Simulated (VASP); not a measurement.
The system is Be3Sb.

```
CELL_PARAMETERS angstrom
3.70909 0.00000 0.00000
-1.85454 3.21216 0.00000
0.00000 0.00000 4.68230
ATOMIC_POSITIONS crystal
Be 0.00000 0.66667 0.06170
Be 0.66667 0.00000 0.06170
Be 0.33333 0.33333 0.06170
Sb 0.00000 0.00000 0.41985
```

- Program: VASP 6.6.1
- Task: relaxation of cell and atoms
- Functional: PBE
- Potentials or basis: VASP PAW PBE potentials, release 64 (Be, Sb)
- Cutoff: 600 eV
- k mesh: 6 × 6 × 4
- Occupations: gaussian, width 0.1 eV
- Spin: no spin polarisation

At the start: pressure 23.9 GPa; volume 13.95 Å³/atom.

Question: Where does the relaxation end?

Answer: Over 15 steps the energy falls by 606.1 meV/atom and the volume is 14.54 Å³/atom (+4.2 %); space group P-62m (No. 189, to 0.05 Å).

The path:
| step | energy change (eV) | largest force (eV/Å) | pressure (GPa) | volume (Å³) |
| --- | --- | --- | --- | --- |
| 1 | 0.0000 | 9.5147 | 23.94 | 55.79 |
| 2 | -1.6737 | 0.7496 | -9.50 | 74.18 |
| 3 | -2.1315 | 0.5964 | -4.28 | 65.42 |
| 4 | -2.1326 | 0.6453 | -4.05 | 65.21 |
| 5 | -2.1328 | 0.6998 | -3.79 | 65.00 |
| 6 | -2.2605 | 0.7287 | -1.91 | 62.06 |
| 7 | -2.3220 | 0.6088 | 0.88 | 59.08 |
| 8 | -2.3224 | 0.5897 | 1.34 | 58.69 |
| 9 | -2.3791 | 0.4159 | 1.12 | 58.22 |
| 10 | -2.3889 | 0.3136 | 1.23 | 57.94 |
| 11 | -2.4142 | 0.1758 | -0.61 | 58.99 |
| 12 | -2.4162 | 0.1286 | -1.21 | 59.40 |
| 13 | -2.4237 | 0.0561 | -0.32 | 58.49 |
| 14 | -2.4238 | 0.0533 | -0.21 | 58.39 |
| 15 | -2.4246 | 0.0306 | 0.12 | 58.14 |

Final structure:
```
Be Sb
1.0
     3.67790    0.00000    0.00000
    -1.83895    3.18516    0.00000
     0.00000    0.00000    4.96331
Be Sb
3 1
Direct
  0.00000 0.66246 0.02670
  0.66246 0.00000 0.02670
  0.33754 0.33754 0.02670
  0.00000 0.00000 0.52484
```
